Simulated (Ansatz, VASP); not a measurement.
**Two plane-wave programs on WS2**

POSCAR

```
WS2
1.0
    3.1814117282      0.0000000000      0.0000000000
   -1.5907058641      2.7551833765      0.0000000000
    0.0000000000      0.0000000000     23.6881463475
W S
2 4
Direct
    0.3333333333      0.6666666667      0.6379434935
    0.6666666667      0.3333333333      0.3620565065
    0.3333333333      0.6666666667      0.2988809601
    0.6666666667      0.3333333333      0.5747422727
    0.3333333333      0.6666666667      0.4305346281
    0.6666666667      0.3333333333      0.7063959407
```

File INCAR.step1:

```
PREC = Accurate ; ENCUT = 520
ISMEAR = 0 ; SIGMA = 0.05
LREAL = False ; LASPH = True
NELM = 80 ; NBANDS = 35
GGA = PE ; ALGO = Normal
EDIFF = 1E-4 ; LWAVE = True
LCHARG = False
```

Contents of INCAR.step2:

```
PREC = Accurate ; ENCUT = 520
EDIFF = 1E-6 ; ISMEAR = 0
SIGMA = 0.05 ; LREAL = False
LASPH = True ; NELM = 80
ALGO = Normal ; ISIF = 2
LWAVE = False ; LCHARG = False
METAGGA = R2SCAN ; LMIXTAU = True
NBANDS = 35 ; ISTART = 1
```

Contents of KPOINTS:

```
Automatic mesh
0
Gamma
  12 12 2
```

Input for Ansatz:

```yaml
crystal:
  lattice:
    - [3.1814117282, 0.0, 0.0]
    - [-1.5907058641, 2.7551833765, 0.0]
    - [0.0, 0.0, 23.6881463475]
  atoms:
    - { symbol: W, position: [0.3333333333, 0.6666666667, 0.6379434935] }
    - { symbol: W, position: [0.6666666667, 0.3333333333, 0.3620565065] }
    - { symbol: S, position: [0.3333333333, 0.6666666667, 0.2988809601] }
    - { symbol: S, position: [0.6666666667, 0.3333333333, 0.5747422727] }
    - { symbol: S, position: [0.3333333333, 0.6666666667, 0.4305346281] }
    - { symbol: S, position: [0.6666666667, 0.3333333333, 0.7063959407] }
basis:
  ecutwfc: 500
kpoints:
  mp_grid: { grid: [12, 12, 2] }
hamiltonian:
  xc: r2scan
scf:
  occupations: { method: gaussian, width: 0.05 }
output:
  forces: true
  stress: true
  eigenvalues: true
```

Change from the starting cell: all S atoms moved +0.062 Å, as atom 3 along Cartesian [0 0 1].

Alike in both runs: task single point; functional r2SCAN; k mesh 12 × 12 × 2; occupations gaussian, width 0.05 eV; no spin polarisation.

|  | VASP | Ansatz |
| --- | --- | --- |
| version | VASP 6.6.1 | Ansatz 0.2.0 |
| potentials or method | VASP PAW PBE potentials, release 64 (W_sv, S), cutoff 520 eV | scalar-relativistic, plane waves, PAW |
| valence electrons in the cell | 52 | 52 |

|  | VASP | Ansatz | Ansatz less VASP |
| --- | --- | --- | --- |
| gap on the k mesh at the Fermi level (eV) | 1.50 | 1.49 | -0.020 |
| least direct gap on the mesh (eV) | 1.87 | 1.86 | -0.007 |
| rms of the force components (eV/Å) | 0.852 | 0.852 | +0.0001 |

VASP's potentials were made for PBE, not for r2SCAN. Atom by atom the forces differ by 0.010 eV/Å (rms over components).

Neither program's run includes spin-orbit coupling.
